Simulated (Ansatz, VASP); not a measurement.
# One calculation of Cu, two programs

INCAR

```
SYSTEM = Cu
ALGO = Fast ; EDIFF = 1E-7
ENCUT = 520 ; GGA = PE
ISIF = 2 ; ISMEAR = 0
LASPH = .TRUE. ; LCHARG = .FALSE.
LREAL = .FALSE. ; LWAVE = .FALSE.
NBANDS = 12 ; NELM = 100
PREC = Accurate ; SIGMA = 0.1
```

KPOINTS

```
k-points
0
G
  26 26 26
  0 0 0
```

File POSCAR:

```
Cu
1.0
    0.0000000000      1.8328073523      1.8328073523
    1.8328073523      0.0000000000      1.8328073523
    1.8328073523      1.8328073523      0.0000000000
Cu
1
Direct
    0.0000000000      0.0000000000      0.0000000000
```

Input for Ansatz:

```yaml
crystal:
  lattice:
    - [0.0, 1.8328073523, 1.8328073523]
    - [1.8328073523, 0.0, 1.8328073523]
    - [1.8328073523, 1.8328073523, 0.0]
  atoms:
    - { symbol: Cu, position: [0.0, 0.0, 0.0] }
basis:
  ecutwfc: 420
kpoints:
  mp_grid: { grid: [26, 26, 26] }
hamiltonian:
  xc: pbe
scf:
  occupations: { method: gaussian, width: 0.1 }
output:
  forces: true
  stress: true
  eigenvalues: true
```

Alike in both runs: task single point; functional PBE; k mesh 26 × 26 × 26; occupations gaussian, width 0.1 eV; no spin polarisation.

|  | VASP | Ansatz |
| --- | --- | --- |
| version | VASP 6.6.1 | Ansatz 0.2.0 |
| potentials or method | VASP PAW PBE potentials, release 64 (Cu), cutoff 520 eV | scalar-relativistic, plane waves, PAW |
| valence electrons in the cell | 11 | 19 |

|  | VASP | Ansatz | Ansatz less VASP |
| --- | --- | --- | --- |
| gap on the k mesh at the Fermi level (eV) | none | none | - |
| pressure (GPa) | -3.1 | -3.9 | -0.75 |

A gap of «none» marks a metal or a gap that the smearing closes. The functional is the same, so the differences come from potentials, cutoffs and numerics. VASP's potentials hold 11 valence electrons a cell and Ansatz's 19, so a difference there can come from the potentials and not from the codes.
